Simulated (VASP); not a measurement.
Wanted: the native input for a VASP 6.6.1 run.

```yaml
Task: single point
Functional: PBEsol
Potentials_or_basis: VASP PAW PBE potentials, release 64 (Cd, Se)
Cutoff: 520 eV
k_mesh: 8 × 8 × 8
Occupations: fermi-dirac, width 0.05 eV
Spin: no spin polarisation
Dipole_correction: no
Further_INCAR_settings: ALGO = Normal; EDIFF = 1e-06; NBANDS = 16
```

The structure of CdSe lies in POSCAR:

```
CdSe
1.0
    0.0000000000      2.8546691101      2.8546691101
    2.8546691101      0.0000000000      2.8546691101
    2.8546691101      2.8546691101      0.0000000000
Cd Se
1 1
Direct
    0.0000000000      0.0000000000      0.0000000000
    0.5000000000      0.5000000000      0.5000000000
```

These files were run (other wordings do the same):

INCAR

```
SYSTEM = CdSe
PREC = Accurate ; ENCUT = 520
EDIFF = 1E-6 ; ISMEAR = -1
SIGMA = 0.05 ; LREAL = .False.
LASPH = .True. ; NELM = 100
ALGO = Normal ; ISIF = 2
LWAVE = .False. ; LCHARG = .True.
GGA = PS ; LELF = .True.
LVHAR = .True. ; NBANDS = 16
```

KPOINTS

```
Automatic mesh
0
Gamma
  8 8 8
  0 0 0
```

Potentials or basis: VASP PAW PBE potentials, release 64 (Cd, Se).

Command:

```sh
$ cat potpaw_PBE.64/Cd/POTCAR potpaw_PBE.64/Se/POTCAR > POTCAR
$ mpirun -np 1 vasp_std > vasp.out
```

It gave:

```yaml
Pressure: -2.4 GPa
Band_gap_on_the_k_mesh: zero (band 9 reaches 2.30 eV, above the bottom of band 10 at 1.76 eV)
```

Caveat: the PAW data sets were made with another functional, which shifts forces and pressure a little.

Wall time 20 s on 1 thread of Intel(R) Xeon(R) Platinum 8259CL CPU @ 2.50GHz (Skylake/Cascade Lake), on a shared host, peak memory 0.17 GiB.
